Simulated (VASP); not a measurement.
# Sb (P6_3/mmc) in VASP: relaxation of cell and atoms with PBEsol

Aim: the relaxation of cell and atoms of Sb with PBEsol.

All numbers are computed with VASP 6.6.1; they aren't measurements. Logs are shortened: lines on timing, memory, paths and dates and some standing lists are left out, and cuts for length are marked.

### 1 The cell of the first run

The structure is hexagonal, space group P6_3/mmc (No. 194). Conventional cell: a = 3.293 Å, b = 3.293 Å, c = 5.555 Å, α = 90.00°, β = 90.00°, γ = 120.00°. Sb (site symmetry -6m2) has 12 Sb at 3.29 to 3.37 Å within 4.3 Å.

This isn't the form of Sb at room conditions, which is rhombohedral.

### 2 Relaxation of cell and atoms, PBEsol

INCAR reads:

```
SYSTEM = Sb
ALGO = Normal
EDIFF = 1E-7
EDIFFG = -0.01
ENCUT = 600
GGA = PS
IBRION = 2
ISIF = 3
ISMEAR = 0
LASPH = .TRUE.
LCHARG = .FALSE.
LREAL = .FALSE.
LWAVE = .FALSE.
NELM = 80
NSW = 80
PREC = Accurate
SIGMA = 0.1
```

KPOINTS reads:

```
k-points
0
G
  12 12 8
  0 0 0
```

POSCAR reads:

```
Sb
1.0
    3.2926307044      0.0000000000      0.0000000000
   -1.6463153522      2.8515018353      0.0000000000
    0.0000000000      0.0000000000      5.5545680823
Sb
2
Direct
    0.3333333333      0.6666666667      0.2500000000
    0.6666666667      0.3333333333      0.7500000000
```

Potentials or basis: VASP PAW PBE potentials, release 64 (Sb).

The run is started by

```sh
$ cat potpaw_PBE.64/Sb/POTCAR > POTCAR
$ mpirun -np 1 vasp_std > vasp.out
```

OUTCAR:

```text
SYSTEM = Sb
   EDIFF = 1E-7
   EDIFFG = -0.01
   ENCUT = 600
   GGA = PS
   IBRION = 2
   ISIF = 3
   ISMEAR = 0
   LASPH = .TRUE.
   LREAL = .FALSE.
   NELM = 80
   NSW = 80
   PREC = Accurate

 ion  position               nearest neighbor table
   1  0.333  0.667  0.250-   2 3.37   2 3.37   2 3.37   2 3.37   2 3.37   2 3.37
   2  0.667  0.333  0.750-   1 3.37   1 3.37   1 3.37   1 3.37   1 3.37   1 3.37

  LATTYP: Found a hexagonal cell.
 ALAT       =     3.2926307044
 C/A-ratio  =     1.6869696547

  Lattice vectors:

 A1 = (   3.2926307044,   0.0000000000,   0.0000000000)
 A2 = (  -1.6463153522,   2.8515018353,   0.0000000000)
 A3 = (   0.0000000000,   0.0000000000,   5.5545680823)

Analysis of symmetry for initial positions (statically):
=====================================================================
 Subroutine PRICEL returns:
 Original cell was already a primitive cell.

 Routine SETGRP: Setting up the symmetry group for a
 hexagonal supercell.

 Subroutine GETGRP returns: Found 24 space group operations
 (whereof 12 operations were pure point group operations)
 out of a pool of 24 trial point group operations.

The static configuration has the point symmetry D_3d.
 The point group associated with its full space group is D_6h.

Analysis of symmetry for dynamics (positions and initial velocities):
=====================================================================
 Subroutine PRICEL returns:
 Original cell was already a primitive cell.

 Routine SETGRP: Setting up the symmetry group for a
 hexagonal supercell.

 Subroutine GETGRP returns: Found 24 space group operations
 (whereof 12 operations were pure point group operations)
 out of a pool of 24 trial point group operations.

The dynamic configuration has the point symmetry D_3d.
 The point group associated with its full space group is D_6h.

 Subroutine INISYM returns: Found 24 space group operations
 (whereof 12 operations are pure point group operations),
 and found     1 'primitive' translations

----------------------------------------------------------------------------------------

                                     Primitive cell

  volume of cell :      52.1515

  direct lattice vectors                    reciprocal lattice vectors
     3.292630704  0.000000000  0.000000000     0.303708521  0.175346196  0.000000000
    -1.646315352  2.851501835  0.000000000     0.000000000  0.350692392  0.000000000
     0.000000000  0.000000000  5.554568082     0.000000000  0.000000000  0.180032000
[... 102 lines left out ...]
   IMIX   =      4    mixing-type and parameters
     AMIX     =   0.40;   BMIX     =  1.00
     AMIX_MAG =   1.60;   BMIX_MAG =  1.00
  volume/ion in A,a.u.               =      26.08       175.97
  Fermi-wavevector in a.u.,A,eV,Ry     =   0.944030  1.783958 12.125414  0.891193
  Thomas-Fermi vector in A             =   2.071795
   LORBIT       =      0    0 simple, 1 ext, 2 COOP (PROOUT), +10 PAW based schemes
   GGA     = PS    functional components
   LHFCALC =     F    Hartree Fock is set to
   AEXX    =    0.0000 exact exchange contribution
   IVDW    =     0    specifies the selected vdW correction
   LEPSILON=     F    determine dielectric tensor
   LRPA    =     F    only Hartree local field effects (RPA)
 conjugate gradient relaxation of ions
 non-spin polarized calculation
 Gauss-broadening in eV      SIGMA  =   0.10
  energy-cutoff  :      600.00
  volume of cell :       52.15
 maximum number of plane-waves:      1774
 NGX is ok and might be reduce to    28
   NGX = 13   NGY = 13   NGZ = 23

--------------------------------------- Ionic step        1  -------------------------------------------

 number of electron      10.0000000 magnetization

 Free energy of the ion-electron system (eV)
  ---------------------------------------------------
  ext. energy  EPLUGINS =         0.00000000
  ---------------------------------------------------
  free energy    TOTEN  =        -8.68753333 eV

  energy without entropy =       -8.68247204  energy(sigma->0) =       -8.68500268

------------------------ aborting loop because EDIFF is reached ----------------------------------------

  FORCE on cell =-STRESS in cart. coord.  units (eV):
  Direction    XX          YY          ZZ          XY          YZ          ZX
  --------------------------------------------------------------------------------------
  -------------------------------------------------------------------------------------
  Total        0.3372794      0.3372794     -0.3554376     -0.0000000      0.0000000      0.0000000
  in kB       10.3617585     10.3617585    -10.9196064     -0.0000000      0.0000000      0.0000000
  external PRESSURE =       3.2679702 kB  Pullay stress =       0.0000000 kB
[... 167 lines left out ...]
--------------------------------------- Ionic step        6  -------------------------------------------

 number of electron      10.0000000 magnetization

 Free energy of the ion-electron system (eV)
  ---------------------------------------------------
  ext. energy  EPLUGINS =         0.00000000
  ---------------------------------------------------
  free energy    TOTEN  =        -8.69380916 eV

  energy without entropy =       -8.68888726  energy(sigma->0) =       -8.69134821

 E-fermi :   8.8030     XC(G=0): -10.4628

 val. band max:        8.7843338321   @ k =   0.3333   0.2500   0.0000
 cond. band min:       8.8114071224   @ k =   0.3333   0.0833   0.1250
 fundamental gap:      0.0270732902
 Fermi energy:         8.8030342089

 k-point     1 :       0.0000    0.0000    0.0000
  band No.  band energies     occupation
      1      -4.4024      2.00000
      2      -0.5489      2.00000
      3       2.7372      2.00000
      4      12.5822      0.00000
      5      12.5822      0.00000
      6      14.2336      0.00000
      7      14.2336      0.00000
      8      14.2809      0.00000
      9      16.7246      0.00000
[... 265 lines left out ...]
 k-point    24 :       0.3333    0.0000    0.1250
  band No.  band energies     occupation
      1      -2.3420      2.00000
      2       0.7118      2.00000
      3       4.6605      2.00000
      4       5.6774      2.00000
      5       7.8207      2.00000
      6       9.8375      0.00000
      7      11.2402      0.00000
      8      12.8131      0.00000
      9      13.9091      0.00000

 [... further k-points ...]

------------------------ aborting loop because EDIFF is reached ----------------------------------------

  FORCE on cell =-STRESS in cart. coord.  units (eV):
  Direction    XX          YY          ZZ          XY          YZ          ZX
  --------------------------------------------------------------------------------------
  -------------------------------------------------------------------------------------
  Total        0.0043678      0.0043678     -0.0012292      0.0000000      0.0000000      0.0000000
  in kB        0.1339256      0.1339256     -0.0376897      0.0000000      0.0000000      0.0000000
  external PRESSURE =       0.0767205 kB  Pullay stress =       0.0000000 kB
[... 17 lines left out ...]
  FREE ENERGIE OF THE ION-ELECTRON SYSTEM (eV)
  ---------------------------------------------------
  free  energy   TOTEN  =        -8.6938091555 eV

  energy  without entropy=       -8.6888872633  energy(sigma->0) =       -8.69134821

 reached required accuracy - stopping structural energy minimisation
```

CONTCAR:

```text
Sb
   1.00000000000000
     3.3219790834663021    0.0000000000000000    0.0000000000000000
    -1.6609895417331511    2.8769182771315513   -0.0000000000000000
     0.0000000000000000    0.0000000000000000    5.4674696554955462
  Sb
     2
Direct
     0.3333333332999970    0.6666666667000030    0.2500000000000000
     0.6666666667000030    0.3333333332999970    0.7500000000000000

  0.00000000E+00  0.00000000E+00  0.00000000E+00
  0.00000000E+00  0.00000000E+00  0.00000000E+00
```

Wall time 93 s (1 thread of AMD EPYC 9R45 (Zen 5), shared host); peak memory 0.2 GiB.

Results:

* Free energy: -8.6938 eV
* Relaxed volume: 26.13 Å³/atom
* Relaxed cell: a = 3.322 Å, b = 3.322 Å, c = 5.467 Å, α = 90.00°, β = 90.00°, γ = 120.00°
* Space group after relaxing (to 0.1 Å): P6_3/mmc (No. 194)
* Energy gained by relaxing: 3.1 meV/atom
* Ionic steps: 6
* Pressure after relaxing: 0.0 GPa
* Band gap on the k mesh: zero (bands 5 and 6 overlap by 8.00 eV)

The path:
```csv
step,energy change (eV),largest force (eV/Å),pressure (GPa),volume (Å³)
1,0.0000,0.0000,0.33,52.15
2,-0.0053,0.0000,-0.35,52.55
3,-0.0055,0.0000,-0.51,52.65
4,-0.0060,0.0000,0.21,52.10
5,-0.0063,0.0000,-0.06,52.30
6,-0.0063,0.0000,0.01,52.25
```

Final structure:
```
Sb
1.0
     3.32198    0.00000    0.00000
    -1.66099    2.87692    0.00000
     0.00000    0.00000    5.46747
Sb
2
Cartesian
  0.0000 1.9179 1.3669
  1.6610 0.9590 4.1006
```

Caveat: the PAW data sets were made with another functional, which shifts forces and pressure a little; spin-orbit coupling is left out, which moves the levels of the heavy elements.
